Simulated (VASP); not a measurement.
# CaYS6 (Pm-3m) in VASP: relaxation of cell and atoms with PBE

Aim: the relaxation of cell and atoms of CaYS6 with PBE.

All numbers are computed with VASP 6.6.1; they aren't measurements. Logs are shortened: lines on timing, memory, paths and dates and some standing lists are left out, and cuts for length are marked.

## Step 1: The cell of the first run

It takes space group Pm-3m (No. 221, cubic). The conventional cell has a = 5.562 Å, b = 5.562 Å, c = 5.562 Å, α = 90.00°, β = 90.00°, γ = 90.00°. Ca (site symmetry m-3m) has 6 S at 2.78 Å within 3.7 Å. Within 3.7 Å of Y (site symmetry m-3m) lie 6 S at 2.78 Å. S (site symmetry 4/mmm) has 2 Y at 2.78 Å and 4 S at 2.78 Å within 3.7 Å. Within 3.7 Å of S (site symmetry 4/mmm) lie 2 Ca at 2.78 Å and 4 S at 2.78 Å.

## Step 2: Relaxation of cell and atoms, PBE

INCAR

```
PREC = Accurate
ENCUT = 600
EDIFF = 1E-6
ISMEAR = 0
SIGMA = 0.1
LREAL = False
LASPH = True
NELM = 100
ALGO = Normal
ISIF = 3
LWAVE = False
LCHARG = False
GGA = PE
IBRION = 2
NSW = 100
EDIFFG = -0.01
```

KPOINTS

```
regular mesh
0
Gamma
  8 8 8
```

POSCAR

```
CaYS6
1.0
    5.5615209114      0.0000000000      0.0000000000
    0.0000000000      5.5615209114      0.0000000000
    0.0000000000      0.0000000000      5.5615209114
Ca Y S
1 1 6
Direct
    0.0000000000      0.0000000000      0.0000000000
    0.5000000000      0.5000000000      0.5000000000
    0.0000000000      0.5000000000      0.5000000000
    0.5000000000      0.0000000000      0.5000000000
    0.5000000000      0.5000000000      0.0000000000
    0.5000000000      0.0000000000      0.0000000000
    0.0000000000      0.5000000000      0.0000000000
    0.0000000000      0.0000000000      0.5000000000
```

Potentials or basis: VASP PAW PBE potentials, release 64 (Ca_sv, Y_sv, S).

Started as:

```bash
cat potpaw_PBE.64/Ca_sv/POTCAR potpaw_PBE.64/Y_sv/POTCAR potpaw_PBE.64/S/POTCAR > POTCAR
mpirun -np 1 vasp_std > vasp.out
```

OUTCAR:

```text
PREC = Accurate
   ENCUT = 600
   EDIFF = 1E-6
   ISMEAR = 0
   LREAL = False
   LASPH = True
   NELM = 100
   ISIF = 3
   GGA = PE
   IBRION = 2
   NSW = 100
   EDIFFG = -0.01

 ion  position               nearest neighbor table
   1  0.000  0.000  0.000-   6 2.78   7 2.78   8 2.78   8 2.78   7 2.78   6 2.78
   2  0.500  0.500  0.500-   3 2.78   4 2.78   5 2.78   5 2.78   4 2.78   3 2.78
   3  0.000  0.500  0.500-   2 2.78   7 2.78   8 2.78   7 2.78   8 2.78   2 2.78
   4  0.500  0.000  0.500-   2 2.78   6 2.78   8 2.78   6 2.78   2 2.78   8 2.78
   5  0.500  0.500  0.000-   2 2.78   6 2.78   7 2.78   2 2.78   6 2.78   7 2.78
   6  0.500  0.000  0.000-   1 2.78   4 2.78   5 2.78   4 2.78   5 2.78   1 2.78
   7  0.000  0.500  0.000-   1 2.78   3 2.78   5 2.78   3 2.78   1 2.78   5 2.78
   8  0.000  0.000  0.500-   1 2.78   3 2.78   4 2.78   1 2.78   3 2.78   4 2.78

  LATTYP: Found a simple cubic cell.
 ALAT       =     5.5615209114

  Lattice vectors:

 A1 = (   5.5615209114,   0.0000000000,   0.0000000000)
 A2 = (   0.0000000000,   5.5615209114,   0.0000000000)
 A3 = (   0.0000000000,   0.0000000000,   5.5615209114)

Analysis of symmetry for initial positions (statically):
=====================================================================
 Subroutine PRICEL returns:
 Original cell was already a primitive cell.

 Routine SETGRP: Setting up the symmetry group for a
 simple cubic supercell.

 Subroutine GETGRP returns: Found 48 space group operations
 (whereof 48 operations were pure point group operations)
 out of a pool of 48 trial point group operations.

The static configuration has the point symmetry O_h .

Analysis of symmetry for dynamics (positions and initial velocities):
=====================================================================
 Subroutine PRICEL returns:
 Original cell was already a primitive cell.

 Routine SETGRP: Setting up the symmetry group for a
 simple cubic supercell.

 Subroutine GETGRP returns: Found 48 space group operations
 (whereof 48 operations were pure point group operations)
 out of a pool of 48 trial point group operations.

The dynamic configuration has the point symmetry O_h .

 Subroutine INISYM returns: Found 48 space group operations
 (whereof 48 operations are pure point group operations),
 and found     1 'primitive' translations

----------------------------------------------------------------------------------------

[... 108 lines left out ...]
   IBRION =      2    ionic relax: 0-MD 1-quasi-New 2-CG
   NFREE  =      1    steps in history (QN), initial steepest desc. (CG)
   ISIF   =      3    stress and relaxation
   ISYM   =      2    0-nonsym 1-usesym 2-fastsym
   POTIM  = 0.5000    time-step for ionic-motion
   TEBEG  =    0.0;   TEEND  =   0.0 temperature during run
   PSTRESS=    0.0 pullay stress
   NELECT =      57.0000    total number of electrons
   NUPDOWN=      -1.0000    fix difference up-down
   EMIN   =  10.00;   EMAX   =-10.00  energy-range for DOS
   EFERMI =   0.00;   METHOD = LEGACY
   ISMEAR =     0;   SIGMA  =   0.10  broadening in eV -4-tet -1-fermi 0-gaus
   EFERMI_NEDOS =   21; number of points for ismear=-14 and -15
   IALGO  =     38    algorithm
   IMIX   =      4    mixing-type and parameters
     AMIX     =   0.40;   BMIX     =  1.00
     AMIX_MAG =   1.60;   BMIX_MAG =  1.00
  volume/ion in A,a.u.               =      21.50       145.11
  Fermi-wavevector in a.u.,A,eV,Ry     =   1.132851  2.140778 17.461062  1.283352
  Thomas-Fermi vector in A             =   2.269553
   LORBIT       =      0    0 simple, 1 ext, 2 COOP (PROOUT), +10 PAW based schemes
   GGA     = PE    functional components
   LHFCALC =     F    Hartree Fock is set to
   AEXX    =    0.0000 exact exchange contribution
   IVDW    =     0    specifies the selected vdW correction
   LEPSILON=     F    determine dielectric tensor
   LRPA    =     F    only Hartree local field effects (RPA)
 conjugate gradient relaxation of ions
 non-spin polarized calculation
 Gauss-broadening in eV      SIGMA  =   0.10
  energy-cutoff  :      600.00
  volume of cell :      172.02
 maximum number of plane-waves:      5832
 NGX is ok and might be reduce to    48
   NGX = 23   NGY = 23   NGZ = 23

--------------------------------------- Ionic step        1  -------------------------------------------

 number of electron      57.0000016 magnetization

 Free energy of the ion-electron system (eV)
  ---------------------------------------------------
  ext. energy  EPLUGINS =         0.00000000
  ---------------------------------------------------
  free energy    TOTEN  =       -38.89664250 eV

  energy without entropy =      -38.86011786  energy(sigma->0) =      -38.87838018

------------------------ aborting loop because EDIFF is reached ----------------------------------------

  FORCE on cell =-STRESS in cart. coord.  units (eV):
  Direction    XX          YY          ZZ          XY          YZ          ZX
  --------------------------------------------------------------------------------------
  -------------------------------------------------------------------------------------
  Total       -0.9822054     -0.9822054     -0.9822054     -0.0000000      0.0000000     -0.0000000
  in kB       -9.1481265     -9.1481265     -9.1481265     -0.0000000      0.0000000     -0.0000000
  external PRESSURE =      -9.1481265 kB  Pullay stress =       0.0000000 kB
[... 71 lines left out ...]
--------------------------------------- Ionic step        3  -------------------------------------------

 number of electron      57.0000015 magnetization

 Free energy of the ion-electron system (eV)
  ---------------------------------------------------
  ext. energy  EPLUGINS =         0.00000000
  ---------------------------------------------------
  free energy    TOTEN  =       -38.90325605 eV

  energy without entropy =      -38.86699373  energy(sigma->0) =      -38.88512489

 E-fermi :   5.2493     XC(G=0):  -9.7765

 val. band max:        5.2471671194   @ k =   0.5000   0.3750   0.2500
 cond. band min:       5.2515668619   @ k =   0.3750   0.2500   0.2500
 fundamental gap:      0.0043997425
 Fermi energy:         5.2493098599

 k-point     1 :       0.0000    0.0000    0.0000
  band No.  band energies     occupation
      1     -38.7520      2.00000
      2     -35.2292      2.00000
      3     -18.7228      2.00000
      4     -18.7228      2.00000
      5     -18.7228      2.00000
      6     -16.2996      2.00000
[... 877 lines left out ...]
     33       7.2152      0.00000
     34       7.4776      0.00000

 [... further k-points ...]
[... 5 lines left out ...]
  --------------------------------------------------------------------------------------
  -------------------------------------------------------------------------------------
  Total        0.0005066      0.0005066      0.0005066      0.0000000      0.0000000     -0.0000000
  in kB        0.0047824      0.0047824      0.0047824      0.0000000      0.0000000     -0.0000000
  external PRESSURE =       0.0047824 kB  Pullay stress =       0.0000000 kB
[... 23 lines left out ...]
  FREE ENERGIE OF THE ION-ELECTRON SYSTEM (eV)
  ---------------------------------------------------
  free  energy   TOTEN  =       -38.9032560523 eV

  energy  without entropy=      -38.8669937266  energy(sigma->0) =      -38.88512489

 reached required accuracy - stopping structural energy minimisation
```

OSZICAR:

```text
N       E                     dE             d eps       ncg     rms          rms(c)
DAV:   1     0.424666560914E+03    0.42467E+03   -0.28538E+04  2380   0.170E+03
DAV:   2    -0.295427810024E+00   -0.42496E+03   -0.41805E+03  2992   0.356E+02
DAV:   3    -0.387935930533E+02   -0.38498E+02   -0.37399E+02  3630   0.872E+01
[... 30 lines left out ...]
DAV:   4    -0.389032298682E+02   -0.34194E-04   -0.87591E-04  3684   0.854E-02    0.110E-01
DAV:   5    -0.389032575012E+02   -0.27633E-04   -0.53421E-05  3220   0.402E-02    0.407E-02
DAV:   6    -0.389032589450E+02   -0.14438E-05   -0.31657E-05  4074   0.160E-02    0.853E-03
DAV:   7    -0.389032568280E+02    0.21169E-05   -0.31113E-06  2694   0.642E-03    0.310E-03
DAV:   8    -0.389032560523E+02    0.77570E-06   -0.11485E-06  1600   0.434E-03
   3 F= -.38903256E+02 E0= -.38885125E+02  d E =-.661355E-02
```

Run time: 5.5 min. Hardware: 1 thread of Intel Xeon 6975P-C (Granite Rapids), shared host; peak memory 0.52 GiB.

What came out:

```yaml
Free_energy: -38.9033 eV
Relaxed_volume: 21.22 Å³/atom
Relaxed_cell: a = 5.537 Å, b = 5.537 Å, c = 5.537 Å, α = 90.00°, β = 90.00°, γ = 90.00°
Space_group_after_relaxing_to_0.05_Å: Pm-3m (No. 221)
Energy_gained_by_relaxing: 0.8 meV/atom
Ionic_steps: 3
Pressure_after_relaxing: 0.0 GPa
```

The path:
| step | energy change (eV) | largest force (eV/Å) | pressure (GPa) | volume (Å³) |
| --- | --- | --- | --- | --- |
| 1 | 0.0000 | 0.0000 | -0.91 | 172.02 |
| 2 | -0.0059 | 0.0000 | 0.31 | 168.98 |
| 3 | -0.0066 | 0.0000 | 0.00 | 169.73 |

Final structure:
```
Ca Y S
1.0
     5.53674    0.00000    0.00000
     0.00000    5.53674    0.00000
     0.00000    0.00000    5.53674
Ca Y S
1 1 6
Cartesian
  0.0000 0.0000 0.0000
  2.7684 2.7684 2.7684
  0.0000 2.7684 2.7684
  2.7684 0.0000 2.7684
  2.7684 2.7684 0.0000
  2.7684 0.0000 0.0000
  0.0000 2.7684 0.0000
  0.0000 0.0000 2.7684
```

Levels at points of the mesh, in eV from the Fermi level:
| k point | band 24 | band 25 | band 26 | band 27 | band 28 | band 29 | band 30 | band 31 | band 32 | band 33 |
| --- | --- | --- | --- | --- | --- | --- | --- | --- | --- | --- |
| (0.00, 0.00, 0.00) | -2.04 | -2.04 | -2.04 | 0.32 | 0.32 | 0.32 | 1.63 | 1.63 | 1.63 | 1.72 |
| (0.50, 0.00, 0.00) | -2.45 | -2.31 | -2.04 | -1.90 | -1.87 | 0.54 | 1.35 | 1.35 | 1.59 | 1.59 |
| (0.50, 0.50, 0.00) | -2.58 | -2.44 | -2.26 | -2.26 | -2.07 | -2.00 | -1.92 | 1.29 | 1.29 | 2.19 |
| (0.50, 0.50, 0.50) | -2.60 | -2.60 | -2.60 | -2.40 | -2.40 | -2.40 | -2.35 | -2.35 | -2.35 | 3.11 |
